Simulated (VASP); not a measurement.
# GaAs (qq12) (F-43m) in VASP: a series of runs, part 2 of 2

VASP 6.6.1. Earlier steps stand in the parts before.

**3. Single point, LDA**

This run uses another cell than the first one, of 21.99 Å³/atom, 0.925 times its volume.

INCAR

```
SYSTEM = GaAs
PREC = Accurate
ENCUT = 520
EDIFF = 1E-6
ISMEAR = 0
SIGMA = 0.02
LREAL = .False.
LASPH = .True.
NELM = 100
ALGO = Normal
ISIF = 2
LWAVE = .False.
LCHARG = .True.
LELF = .True.
LVHAR = .True.
NBANDS = 16
```

KPOINTS

```
Automatic mesh
0
Gamma
  10 10 10
  0 0 0
```

POSCAR

```
GaAs
1.0
    0.0000000000      2.8015691414      2.8015691414
    2.8015691414      0.0000000000      2.8015691414
    2.8015691414      2.8015691414      0.0000000000
Ga As
1 1
Direct
    0.0000000000      0.0000000000      0.0000000000
    0.7500000000      0.7500000000      0.7500000000
```

Potentials or basis: VASP PAW LDA potentials, release 64 (Ga_d, As).

Run with:

```bash
> cat potpaw_LDA.64/Ga_d/POTCAR potpaw_LDA.64/As/POTCAR > POTCAR
> mpirun -np 1 vasp_std > vasp.out
```

OUTCAR:

```text
SYSTEM = GaAs
   PREC = Accurate
   ENCUT = 520
   EDIFF = 1E-6
   ISMEAR = 0
   LREAL = .False.
   LASPH = .True.
   NELM = 100
   ISIF = 2

 ion  position               nearest neighbor table
   1  0.000  0.000  0.000-   2 2.43   2 2.43   2 2.43   2 2.43
   2  0.750  0.750  0.750-   1 2.43   1 2.43   1 2.43   1 2.43

  LATTYP: Found a face centered cubic cell.
 ALAT       =     5.6031382828

  Lattice vectors:

 A1 = (   0.0000000000,   2.8015691414,   2.8015691414)
 A2 = (   2.8015691414,   0.0000000000,   2.8015691414)
 A3 = (   2.8015691414,   2.8015691414,   0.0000000000)

Analysis of symmetry for initial positions (statically):
=====================================================================
 Subroutine PRICEL returns:
 Original cell was already a primitive cell.

 Routine SETGRP: Setting up the symmetry group for a
 face centered cubic supercell.

 Subroutine GETGRP returns: Found 24 space group operations
 (whereof 24 operations were pure point group operations)
 out of a pool of 48 trial point group operations.

The static configuration has the point symmetry T_d .

Analysis of symmetry for dynamics (positions and initial velocities):
=====================================================================
 Subroutine PRICEL returns:
 Original cell was already a primitive cell.

 Routine SETGRP: Setting up the symmetry group for a
 face centered cubic supercell.

 Subroutine GETGRP returns: Found 24 space group operations
 (whereof 24 operations were pure point group operations)
 out of a pool of 48 trial point group operations.

The dynamic configuration has the point symmetry T_d .

 Subroutine INISYM returns: Found 24 space group operations
 (whereof 24 operations are pure point group operations),
 and found     1 'primitive' translations

----------------------------------------------------------------------------------------

                                     Primitive cell

  volume of cell :      43.9779

  direct lattice vectors                    reciprocal lattice vectors
     0.000000000  2.801569141  2.801569141    -0.178471412  0.178471412  0.178471412
     2.801569141  0.000000000  2.801569141     0.178471412 -0.178471412  0.178471412
     2.801569141  2.801569141  0.000000000     0.178471412  0.178471412 -0.178471412

  length of vectors
     3.962017076  3.962017076  3.962017076     0.309121553  0.309121553  0.309121553

  position of ions in fractional coordinates (direct lattice)
     0.000000000  0.000000000  0.000000000
     0.750000000  0.750000000  0.750000000

  ion indices of the primitive-cell ions
   primitive index   ion index
                 1           1
                 2           2

----------------------------------------------------------------------------------------

 KPOINTS: Automatic mesh

Automatic generation of k-mesh.
 Grid dimensions read from file:
 generate k-points for:   10   10   10

 Generating k-lattice:

  Cartesian coordinates                     Fractional coordinates (reciprocal lattice)
    -0.017847141  0.017847141  0.017847141     0.100000000  0.000000000  0.000000000
     0.017847141 -0.017847141  0.017847141     0.000000000  0.100000000  0.000000000
     0.017847141  0.017847141 -0.017847141     0.000000000  0.000000000  0.100000000

  Length of vectors
     0.030912155  0.030912155  0.030912155

  Shift w.r.t. Gamma in fractional coordinates (k-lattice)
     0.000000000  0.000000000  0.000000000

 Subroutine IBZKPT returns following result:
 ===========================================

 Found     47 irreducible k-points:

 Following reciprocal coordinates:
            Coordinates               Weight
  0.000000  0.000000  0.000000      1.000000
  0.100000  0.000000  0.000000      8.000000
  0.200000  0.000000  0.000000      8.000000
  0.300000  0.000000  0.000000      8.000000
  0.400000  0.000000  0.000000      8.000000
  0.500000  0.000000  0.000000      4.000000
[... 16 lines left out ...]
  0.300000  0.300000  0.000000      6.000000
  0.400000  0.300000  0.000000     24.000000
 [... further k-points ...]
   k-points           NKPTS =     47   k-points in BZ     NKDIM =     47   number of bands    NBANDS=     16
   number of dos      NEDOS =    301   number of ions     NIONS =      2
   total plane-waves  NPLWV =  27000
   dimension x,y,z NGX =    30 NGY =   30 NGZ =   30
   dimension x,y,z NGXF=    60 NGYF=   60 NGZF=   60
   ions per type =               1   1
   NGX,Y,Z   is equivalent  to a cutoff of  12.59, 12.59, 12.59 a.u.
   NGXF,Y,Z  is equivalent  to a cutoff of  25.18, 25.18, 25.18 a.u.
 SYSTEM =  GaAs
   PREC   = accura    normal or accurate (medium, high low for compatibility)
   ISTART =      0    job   : 0-new  1-cont  2-samecut
   ICHARG =      2    charge: 1-file 2-atom 10-const
   ISPIN  =      1    spin polarized calculation?
   LNONCOLLINEAR =      F non collinear calculations
   LSORBIT =      F    spin-orbit coupling
   LASPH  =      T    aspherical Exc in radial PAW
   ENCUT  =  520.0 eV  38.22 Ry    6.18 a.u.   7.37  7.37  7.37*2*pi/ulx,y,z
   NELM   =    100;   NELMIN=  2; NELMDL= -5     # of ELM steps
   EDIFF  = 0.1E-05   stopping-criterion for ELM
   LREAL  =      F    real-space projection
   EDIFFG = 0.1E-04   stopping-criterion for IOM
   NSW    =      0    number of steps for IOM
   IBRION =     -1    ionic relax: 0-MD 1-quasi-New 2-CG
   NFREE  =      0    steps in history (QN), initial steepest desc. (CG)
   ISIF   =      2    stress and relaxation
   ISYM   =      2    0-nonsym 1-usesym 2-fastsym
   POTIM  = 0.5000    time-step for ionic-motion
   TEBEG  =    0.0;   TEEND  =   0.0 temperature during run
   PSTRESS=    0.0 pullay stress
   NELECT =      18.0000    total number of electrons
   NUPDOWN=      -1.0000    fix difference up-down
   EMIN   =  10.00;   EMAX   =-10.00  energy-range for DOS
   EFERMI =   0.00;   METHOD = LEGACY
   ISMEAR =     0;   SIGMA  =   0.02  broadening in eV -4-tet -1-fermi 0-gaus
   EFERMI_NEDOS =   21; number of points for ismear=-14 and -15
   IALGO  =     38    algorithm
   IMIX   =      4    mixing-type and parameters
     AMIX     =   0.40;   BMIX     =  1.00
     AMIX_MAG =   1.60;   BMIX_MAG =  1.00
  volume/ion in A,a.u.               =      21.99       148.39
  Fermi-wavevector in a.u.,A,eV,Ry     =   1.215498  2.296959 20.101736  1.477436
  Thomas-Fermi vector in A             =   2.350883
   LORBIT       =      0    0 simple, 1 ext, 2 COOP (PROOUT), +10 PAW based schemes
   GGA     = CA    functional components
   LHFCALC =     F    Hartree Fock is set to
   AEXX    =    0.0000 exact exchange contribution
   IVDW    =     0    specifies the selected vdW correction
   LEPSILON=     F    determine dielectric tensor
   LRPA    =     F    only Hartree local field effects (RPA)
 non-spin polarized calculation
 Gauss-broadening in eV      SIGMA  =   0.02
  energy-cutoff  :      520.00
  volume of cell :       43.98
 maximum number of plane-waves:      1243
 NGX is ok and might be reduce to    30
   NGX = 15   NGY = 15   NGZ = 15

 number of electron      18.0000013 magnetization

 Free energy of the ion-electron system (eV)
  ---------------------------------------------------
  ext. energy  EPLUGINS =         0.00000000
  ---------------------------------------------------
  free energy    TOTEN  =        -9.64101184 eV

  energy without entropy =       -9.64101184  energy(sigma->0) =       -9.64101184

 E-fermi :   4.1600     XC(G=0): -10.0318

 val. band max:        4.0613630613   @ k =   0.0000   0.0000   0.0000
 cond. band min:       4.5974771906   @ k =   0.0000   0.0000   0.0000
 fundamental gap:      0.5361141293
 Fermi energy:         4.1600144520

 k-point     1 :       0.0000    0.0000    0.0000
  band No.  band energies     occupation
      1     -10.9177      2.00000
      2     -10.9177      2.00000
      3     -10.9177      2.00000
      4     -10.8329      2.00000
      5     -10.8329      2.00000
      6      -8.8994      2.00000
[... 8 lines left out ...]
     15      14.3004      0.00000
     16      14.3004      0.00000

 k-point     2 :       0.1000    0.0000    0.0000
  band No.  band energies     occupation
      1     -10.9274      2.00000
      2     -10.9152      2.00000
      3     -10.9152      2.00000
      4     -10.8330      2.00000
      5     -10.8330      2.00000
      6      -8.7774      2.00000
[... 8 lines left out ...]
     15      13.5584      0.00000
     16      13.5584      0.00000
[... 387 lines left out ...]
      5     -10.8239      2.00000
      6      -7.5525      2.00000
[... 8 lines left out ...]
     15      15.7570      0.00000
     16      16.5170      0.00000

 k-point    24 :       0.4000    0.3000    0.0000
  band No.  band energies     occupation
      1     -11.0159      2.00000
      2     -10.8788      2.00000
      3     -10.8771      2.00000
      4     -10.8525      2.00000
      5     -10.8226      2.00000
      6      -7.0918      2.00000
[... 8 lines left out ...]
     15      16.4683      0.00000
     16      16.9349      0.00000

 [... further k-points ...]
[... 5 lines left out ...]
  --------------------------------------------------------------------------------------
  -------------------------------------------------------------------------------------
  Total        0.0865449      0.0865449      0.0865449      0.0000000      0.0000000     -0.0000000
  in kB        3.1529580      3.1529580      3.1529580      0.0000000      0.0000000     -0.0000000
  external PRESSURE =       3.1529580 kB  Pullay stress =       0.0000000 kB

 VOLUME and BASIS-vectors are now :
 -----------------------------------------------------------------------------
  energy-cutoff  :      520.00
  volume of cell :       43.98
      direct lattice vectors                 reciprocal lattice vectors
     0.000000000  2.801569141  2.801569141    -0.178471412  0.178471412  0.178471412
     2.801569141  0.000000000  2.801569141     0.178471412 -0.178471412  0.178471412
     2.801569141  2.801569141  0.000000000     0.178471412  0.178471412 -0.178471412

 POSITION                                       TOTAL-FORCE (eV/Angst)
 -----------------------------------------------------------------------------------
      0.00000      0.00000      0.00000         0.000000      0.000000      0.000000
      4.20235      4.20235      4.20235        -0.000000     -0.000000     -0.000000
 -----------------------------------------------------------------------------------
    total drift:                                0.000000      0.000000      0.000000

  FREE ENERGIE OF THE ION-ELECTRON SYSTEM (eV)
  ---------------------------------------------------
  free  energy   TOTEN  =        -9.6410118391 eV

  energy  without entropy=       -9.6410118391  energy(sigma->0) =       -9.64101184
```

OSZICAR:

```text
N       E                     dE             d eps       ncg     rms          rms(c)
DAV:   1     0.846928031752E+02    0.84693E+02   -0.90989E+03  1544   0.161E+03
DAV:   2    -0.294906109170E+01   -0.87642E+02   -0.83697E+02  1736   0.317E+02
DAV:   3    -0.976886437385E+01   -0.68198E+01   -0.67988E+01  1856   0.676E+01
DAV:   4    -0.987456718826E+01   -0.10570E+00   -0.10569E+00  1824   0.929E+00
DAV:   5    -0.987611935551E+01   -0.15522E-02   -0.15521E-02  1912   0.103E+00    0.308E+00
DAV:   6    -0.968698010571E+01    0.18914E+00   -0.21800E-01  2304   0.833E+00    0.180E+00
DAV:   7    -0.964422443392E+01    0.42756E-01   -0.65540E-02  2152   0.191E+00    0.523E-01
DAV:   8    -0.964103391469E+01    0.31905E-02   -0.90521E-03  1744   0.105E+00    0.113E-01
DAV:   9    -0.964100195482E+01    0.31960E-04   -0.68456E-04  1912   0.317E-01    0.404E-02
DAV:  10    -0.964100713502E+01   -0.51802E-05   -0.42184E-05  2240   0.720E-02    0.213E-02
DAV:  11    -0.964101198793E+01   -0.48529E-05   -0.70894E-06  1760   0.407E-02    0.279E-03
DAV:  12    -0.964101183907E+01    0.14886E-06   -0.50003E-07  1240   0.111E-02
   1 F= -.96410118E+01 E0= -.96410118E+01  d E =-.918446E-15
```

stdout:

```text
POSCAR found type information on POSCAR GaAs
 POSCAR found :  2 types and       2 ions
 scaLAPACK will be used
 LDA part: xc-table for (Slater(with rela. corr.)+CA(PZ))
 , standard interpolation
 POSCAR, INCAR and KPOINTS ok, starting setup
 FFT: planning ... GRIDC
 FFT: planning ... GRID_SOFT
 FFT: planning ... GRID
 WAVECAR not read
 entering main loop
```

Run time: 36 s. Hardware: 1 thread of Intel Xeon Platinum 8259CL at 2.50GHz (Skylake/Cascade Lake), shared host; peak memory 0.17 GiB.

Results:

```
Free energy            : -9.6410 eV
Pressure               : 0.3 GPa
Band gap on the k mesh : 0.54 eV, direct
```

**4. Relaxation of cell and atoms, LDA**

INCAR

```
SYSTEM = GaAs
PREC = Accurate ; ENCUT = 600
EDIFF = 1E-6 ; ISMEAR = 0
SIGMA = 0.1 ; LREAL = .FALSE.
LASPH = .TRUE. ; NELM = 60
ALGO = Normal ; ISIF = 3
LWAVE = .FALSE. ; LCHARG = .FALSE.
GGA = CA ; IBRION = 2
NSW = 100 ; EDIFFG = -0.002
```

KPOINTS

```
Automatic mesh
0
G
  10 10 10
  0 0 0
```

POSCAR

```
GaAs
1.0
    0.0000000000      2.8750910500      2.8750910500
    2.8750910500      0.0000000000      2.8750910500
    2.8750910500      2.8750910500      0.0000000000
Ga As
1 1
Direct
    0.0000000000      0.0000000000      0.0000000000
    0.7500000000      0.7500000000      0.7500000000
```

Run with:

```bash
> cat potpaw_LDA.64/Ga_d/POTCAR potpaw_LDA.64/As/POTCAR > POTCAR
> mpirun -np 1 vasp_std > vasp.out
```

Run time: 2.3 min. Hardware: 1 thread of Intel Xeon Platinum 8259CL at 2.50GHz (Skylake/Cascade Lake), shared host; peak memory 0.19 GiB.

The run converged. Its results:

```
Free energy                            : -9.6416 eV
Relaxed volume                         : 22.09 Å³/atom
Relaxed cell                           : a = 3.968 Å, b = 3.968 Å, c = 3.968 Å, α = 60.00°, β = 60.00°, γ = 60.00°
Space group after relaxing (to 0.05 Å) : F-43m (No. 216)
Energy gained by relaxing              : 26.0 meV/atom
Ionic steps                            : 20
Pressure after relaxing                : 0.0 GPa
Band gap on the k mesh                 : 0.50 eV, direct
```

Step by step:
```csv
step,energy change (eV),largest force (eV/Å),pressure (GPa),volume (Å³)
1,0.0000,0.0000,-4.59,47.53
2,-0.0447,0.0000,2.09,43.00
3,-0.0520,0.0000,0.03,44.15
4,-0.0520,0.0000,-0.15,44.21
5,-0.0520,0.0000,-0.06,44.21
6,-0.0520,0.0000,-0.10,44.21
7,-0.0520,0.0000,-0.09,44.21
8,-0.0520,0.0000,-0.09,44.21
9,-0.0520,0.0000,-0.09,44.21
10,-0.0520,0.0000,-0.10,44.20
11,-0.0520,0.0000,-0.03,44.20
12,-0.0520,0.0000,-0.08,44.20
13,-0.0520,0.0000,-0.02,44.19
14,-0.0520,0.0000,-0.07,44.19
15,-0.0520,0.0000,-0.07,44.19
16,-0.0520,0.0000,0.02,44.18
17,-0.0520,0.0000,-0.03,44.18
18,-0.0520,0.0000,-0.06,44.18
19,-0.0520,0.0000,-0.05,44.18
20,-0.0520,0.0000,0.01,44.17
```

Final structure:
```
Ga As
1.0
     0.00000    2.80573    2.80573
     2.80573    0.00000    2.80573
     2.80573    2.80573    0.00000
Ga As
1 1
Direct
  0.00000 0.00000 0.00000
  0.75000 0.75000 0.75000
```

Levels at points of the mesh, in eV from the valence-band top:
| k point | band 6 | band 7 | band 8 | band 9 | band 10 | band 11 | band 12 | band 13 |
| --- | --- | --- | --- | --- | --- | --- | --- | --- |
| (0.00, 0.00, 0.00) | -12.93 | 0.00 | 0.00 | 0.00 | 0.50 | 3.68 | 3.68 | 3.68 |
| (0.50, 0.00, 0.00) | -11.09 | -6.82 | -1.18 | -1.18 | 0.93 | 4.59 | 4.59 | 7.59 |
| (0.50, 0.50, 0.00) | -10.32 | -6.98 | -2.77 | -2.77 | 1.30 | 1.54 | 10.22 | 10.22 |

**5. Summary**

```csv
task,cell,k mesh,cutoff (eV),smearing,gap on the mesh (eV),pressure (GPa)
single point,"a = 4.066 Å, angles 60.0°, 2 atoms",6 × 6 × 6,520,gaussian 0.1 eV,none,-4.5
single point,"a = 3.962 Å, angles 60.0°, 2 atoms",10 × 10 × 10,520,gaussian 0.02 eV,0.54,0.3
relaxation of cell and atoms,"relaxed from a = 4.066 Å, angles 60.0°, 2 atoms",10 × 10 × 10,600,gaussian 0.1 eV,0.50,0.0
```

Alike in all rows: level LDA; potentials or basis VASP PAW LDA potentials, release 64 (Ga_d, As); no spin polarisation.

Absolute energies hang on the potentials; compare differences alone.
